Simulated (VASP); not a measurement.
# Tl (a cell with a defect) in VASP: further runs, part 2 of 2

VASP 6.6.1. The steps go on from the part before.

## Step 3: Single point, LDA

INCAR

```
SYSTEM = Tl
PREC     = Accurate       ! precision mode
ENCUT    = 520            ! plane-wave cutoff, eV
EDIFF    = 1E-6           ! SCF threshold, eV
ISMEAR   = -1             ! smearing method
SIGMA    = 0.15           ! smearing width, eV
LREAL    = .False.        ! projectors in reciprocal space
LASPH    = .True.         ! aspherical terms in the spheres
NELM     = 100            ! most SCF steps
ALGO     = Normal         ! electronic algorithm
ISIF     = 2              ! what is computed and relaxed
LWAVE    = .False.        ! write WAVECAR
LCHARG   = .False.        ! write CHGCAR
NBANDS   = 96             ! bands
```

KPOINTS

```
regular mesh
0
Gamma
  3 2 3
  0 0 0
```

POSCAR

```
Tl
1.0
    6.9200000000      0.0000000000      0.0000000000
   -5.1900000000      8.9893440000      0.0000000000
    0.0000000000      0.0000000000      5.5325400000
Tl
13
Direct
    0.0094757214     -0.0082953773     -0.0049333579
    0.0609564472      0.1803783457      0.4843099191
    0.0258887540      0.3305751788      0.0044699180
    0.1779869332      0.5888322885      0.4255266116
   -0.0032537192      0.6423360815     -0.0906240172
    0.3025960982      1.0056088631      0.5425923717
    0.5238701226      0.0011264448      0.0370202475
    0.7366818700      0.2986382544      0.5464150282
    0.4974793895      0.3126278180      0.0601875450
    0.4803253782      0.4689507933      0.5759857136
    0.5151261511      0.6740595309     -0.0023873302
    0.6258268574      0.8849778137      0.5319269269
    0.8877200418      0.7345845259      0.3919577626
```

Potentials or basis: VASP PAW LDA potentials, release 64 (Tl_d).

Started as:

```console
cat potpaw_LDA.64/Tl_d/POTCAR > POTCAR
mpirun -np 1 vasp_std > vasp.out
```

OUTCAR:

```text
SYSTEM = Tl
   PREC = Accurate
   ENCUT = 520
   EDIFF = 1E-6
   ISMEAR = -1
   LREAL = .False.
   LASPH = .True.
   NELM = 100
   ISIF = 2

 ion  position               nearest neighbor table
   1  0.009  0.992  0.995-   6 3.18  13 3.23   2 3.25   2 3.35  11 3.36   9 3.37   7 3.42  12 3.45
                             3 3.46   7 3.52   6 3.61   5 3.61  12 3.76  13 4.09
   2  0.061  0.180  0.484-  10 2.99   6 3.04  12 3.05   8 3.07   3 3.15   1 3.25   3 3.34   1 3.35
                             9 3.52   4 3.91   7 4.06   9 4.12
   3  0.026  0.331  0.004-   8 3.14   2 3.15   4 3.30   2 3.34   9 3.37   5 3.38   7 3.45   1 3.46
                            11 3.48   8 3.53   9 3.58  10 3.61   4 3.97
   4  0.178  0.589  0.426-  10 3.04  13 3.07   8 3.11   5 3.12  11 3.13  12 3.14   5 3.28   3 3.30
[... 1245 lines left out ...]
    -5.190000000  8.989344000  0.000000000     0.000000000  0.111242823  0.000000000
     0.000000000  0.000000000  5.532540000     0.000000000  0.000000000  0.180748806

 POSITION                                       TOTAL-FORCE (eV/Angst)
 -----------------------------------------------------------------------------------
     -5.08137      8.91477      5.50525        -0.003599      0.022159     -0.002409
     -0.51434      1.62148      2.67946        -0.001336     -0.003827     -0.027151
     -1.53654      2.97165      0.02473        -0.003824      0.023279     -0.010799
     -1.82437      5.29322      2.35424        -0.002842     -0.011223     -0.014968
      3.56376      5.77418      5.03116         0.004749      0.036321     -0.039832
      2.06486      0.05042      3.00191        -0.008424     -0.024856      0.035715
      3.61933      0.01013      0.20482         0.013630      0.017484      0.036965
      3.54791      2.68456      3.02306         0.002573     -0.019037     -0.001578
      1.82002      2.81032      0.33299         0.011721      0.000943      0.014870
      0.89000      4.21556      3.18666         0.008839     -0.011547      0.018626
      0.06630      6.05935      5.51933        -0.006695     -0.002265     -0.000888
     -0.26231      7.95537      2.94291        -0.004974     -0.012515      0.045314
      2.33053      6.60343      2.16852        -0.009817     -0.014916     -0.053864
 -----------------------------------------------------------------------------------
    total drift:                               -0.000477      0.000110      0.000396

  FREE ENERGIE OF THE ION-ELECTRON SYSTEM (eV)
  ---------------------------------------------------
  free  energy   TOTEN  =       -37.3636214170 eV

  energy  without entropy=      -36.9912374263  energy(sigma->0) =      -37.17742942
```

stdout:

```text
POSCAR found type information on POSCAR Tl
 POSCAR found :  1 types and      13 ions
 scaLAPACK will be used
 LDA part: xc-table for (Slater(with rela. corr.)+CA(PZ))
 , standard interpolation
 -----------------------------------------------------------------------------
|                                                                             |
|           W    W    AA    RRRRR   N    N  II  N    N   GGGG   !!!           |
|           W    W   A  A   R    R  NN   N  II  NN   N  G    G  !!!           |
|           W    W  A    A  R    R  N N  N  II  N N  N  G       !!!           |
|           W WW W  AAAAAA  RRRRR   N  N N  II  N  N N  G  GGG   !            |
|           WW  WW  A    A  R   R   N   NN  II  N   NN  G    G                |
|           W    W  A    A  R    R  N    N  II  N    N   GGGG   !!!           |
|                                                                             |
|     Your reciprocal lattice and k-lattice belong to different lattice       |
|     classes:                                                                |
|                                                                             |
|        The reciprocal lattice is simple monoclinic,                         |
|        whereas your k-lattice is hexagonal.                                 |
|                                                                             |
|     Results are often still useful ...                                      |
|                                                                             |
 -----------------------------------------------------------------------------

 POSCAR, INCAR and KPOINTS ok, starting setup
 FFT: planning ... GRIDC
 FFT: planning ... GRID_SOFT
 FFT: planning ... GRID
 WAVECAR not read
 entering main loop
```

Wall time 3.2 min (1 thread of Intel Xeon 6975P-C (Granite Rapids), shared host); peak memory 0.44 GiB.

What came out:

```yaml
Free_energy: -37.3636 eV
Pressure: 3.0 GPa
Largest_force: 0.057 eV/Å
Band_gap_on_the_k_mesh: zero (an odd number of electrons rules out a gap without spin polarisation)
```

Forces in eV/Å, atoms in the order of the input:
```
Tl  -0.004  0.022 -0.002
Tl  -0.001 -0.004 -0.027
Tl  -0.004  0.023 -0.011
Tl  -0.003 -0.011 -0.015
Tl   0.005  0.036 -0.040
Tl  -0.008 -0.025  0.036
Tl   0.014  0.017  0.037
Tl   0.003 -0.019 -0.002
Tl   0.012  0.001  0.015
Tl   0.009 -0.012  0.019
Tl  -0.007 -0.002 -0.001
Tl  -0.005 -0.013  0.045
Tl  -0.010 -0.015 -0.054
```

Levels at points of the mesh, in eV from the Fermi level:
```
           k point  band 81  band 82  band 83  band 84  band 85  band 86  band 87  band 88
(0.00, 0.00, 0.00)    -1.27    -1.20    -0.95    -0.88    -0.60     0.14     0.37     0.58
(0.00, 0.50, 0.00)    -1.57    -1.06    -0.78    -0.17     0.00     0.11     0.33     0.58
```

Caveat: the k points lie up to 0.38 Å⁻¹ apart, too coarse for converged energies and pressures of a metal; spin-orbit coupling is left out, which moves the levels of the heavy elements.

## Step 4: Single point, LDA

INCAR

```
SYSTEM = Tl
ALGO = Normal ; EDIFF = 1E-7
ENCUT = 520 ; GGA = CA
ISIF = 2 ; ISMEAR = -1
LASPH = .True. ; LCHARG = .False.
LREAL = .False. ; LWAVE = .False.
NBANDS = 96 ; NELM = 60
PREC = Accurate ; SIGMA = 0.15
```

KPOINTS

```
k-points
0
Gamma
  3 2 3
  0 0 0
```

POSCAR

```
Tl
1.0
    6.9200000000      0.0000000000      0.0000000000
   -5.1900000000      8.9893440000      0.0000000000
    0.0000000000      0.0000000000      5.5325400000
Tl
13
Direct
   -0.0340748661      0.0249210653      0.0002953281
    0.1194111446      0.2064663734      0.5227416096
   -0.0262898089      0.3294912238      0.0493602585
    0.1598786621      0.5601084208      0.6012919337
   -0.0086466588      0.6398747641      0.1526386128
    0.2870076134      0.9864409153      0.3357595865
    0.4891771592     -0.0251044311     -0.1218967957
    0.6959795976      0.2604324611      0.5385055287
    0.4798440890      0.3160691614      0.0153641211
    0.5644518271      0.5116945558      0.4979891878
    0.4959885213      0.6503166481      0.0170168735
    0.6454134903      0.8737461871      0.4427551420
    0.9732899293      0.7831358349      0.7010745335
```

Started as:

```console
cat potpaw_LDA.64/Tl_d/POTCAR > POTCAR
mpirun -np 1 vasp_std > vasp.out
```

It took 4.9 min on 1 thread of Intel Xeon Platinum 8375C at 2.90GHz (Ice Lake), shared host; peak memory 0.45 GiB.

Results (log left out):

```yaml
Free_energy: -37.5059 eV
Pressure: 3.1 GPa
Largest_force: 0.024 eV/Å
Band_gap_on_the_k_mesh: zero (an odd number of electrons rules out a gap without spin polarisation)
```

Forces in eV/Å, atoms in the order of the input:
```
Tl  -0.018  0.003 -0.004
Tl  -0.004 -0.006  0.004
Tl   0.006  0.007  0.003
Tl  -0.004 -0.002  0.003
Tl  -0.005 -0.011  0.003
Tl   0.010  0.007  0.021
Tl   0.021  0.000 -0.009
Tl  -0.002 -0.002 -0.003
Tl   0.004  0.005 -0.002
Tl   0.010  0.002  0.002
Tl  -0.001  0.000 -0.005
Tl  -0.002  0.005  0.004
Tl  -0.013 -0.007 -0.018
```

Stress tensor (GPa, compression positive):
```
 2.94 -0.16  0.00
-0.16  2.62 -0.10
 0.00 -0.10  3.87
```

Levels at points of the mesh, in eV from the Fermi level:
```
           k point  band 83  band 84  band 85  band 86  band 87  band 88
(0.00, 0.00, 0.00)    -0.94    -0.73    -0.61    -0.09     0.30     0.52
(0.00, 0.50, 0.00)    -0.61    -0.39    -0.09     0.29     0.40     0.69
```

Caveat: the k points lie up to 0.38 Å⁻¹ apart, too coarse for converged energies and pressures of a metal; spin-orbit coupling is left out, which moves the levels of the heavy elements.

## Step 5: The runs side by side

```csv
cell,gap on the mesh (eV),pressure (GPa),largest force (eV/Å)
"as given, atomic positions A",none,3.0,0.03
"as given, atomic positions B",none,3.0,0.06
"as given, atomic positions C",none,3.1,0.02
```

Alike in all rows: task single point; level LDA; potentials or basis VASP PAW LDA potentials, release 64 (Tl_d); no spin polarisation; k mesh 3 × 2 × 3; cutoff (eV) 520; smearing fermi-dirac 0.15 eV.

Caveats: all runs use coarse meshes; spin-orbit coupling is left out, which moves the levels of the heavy elements.

Absolute energies hang on the potentials; compare differences alone.
